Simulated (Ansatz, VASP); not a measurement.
# One calculation of TlGaSe3, two programs

```
CELL_PARAMETERS angstrom
5.10681 0.00000 0.00000
0.00000 5.10681 0.00000
0.00000 0.00000 5.10681
ATOMIC_POSITIONS crystal
Tl 0.50000 0.50000 0.50000
Ga 0.00000 0.00000 0.00000
Se 0.50000 0.00000 0.00000
Se 0.00000 0.50000 0.00000
Se 0.00000 0.00000 0.50000
```

Alike in both runs: task relaxation of cell and atoms; functional PBE; k mesh 8 × 8 × 8; occupations gaussian, width 0.1 eV; no spin polarisation.

```csv
,VASP,Ansatz
version,VASP 6.6.1,Ansatz 0.2.0
potentials or method,"VASP PAW PBE potentials, release 64 (Tl_d, Ga_d, Se), cutoff 600 eV","scalar-relativistic, plane waves, PAW"
valence electrons in the cell,44,74
```

Ansatz gave:

| Quantity | Value |
| --- | --- |
| gap on the k mesh at the Fermi level, each at its own relaxed structure (eV) | none |
| relaxed volume (Å³/atom) | 26.58 |
| relaxed length of the cell vector where the two differ most in proportion (Å) | 5.103 |

Problem. Estimate VASP's values.

Solution. gap on the k mesh at the Fermi level, each at its own relaxed structure (eV): none; relaxed volume (Å³/atom): 26.64; relaxed length of the cell vector where the two differ most in proportion (Å): 5.107.

A gap of «none» marks a metal or a gap that the smearing closes. VASP's potentials hold 44 valence electrons a cell and Ansatz's 74, so a difference there can come from the potentials and not from the codes.

Neither program's run includes spin-orbit coupling. Noted on VASP's run: the relaxation stopped at its first step, so nothing moved.
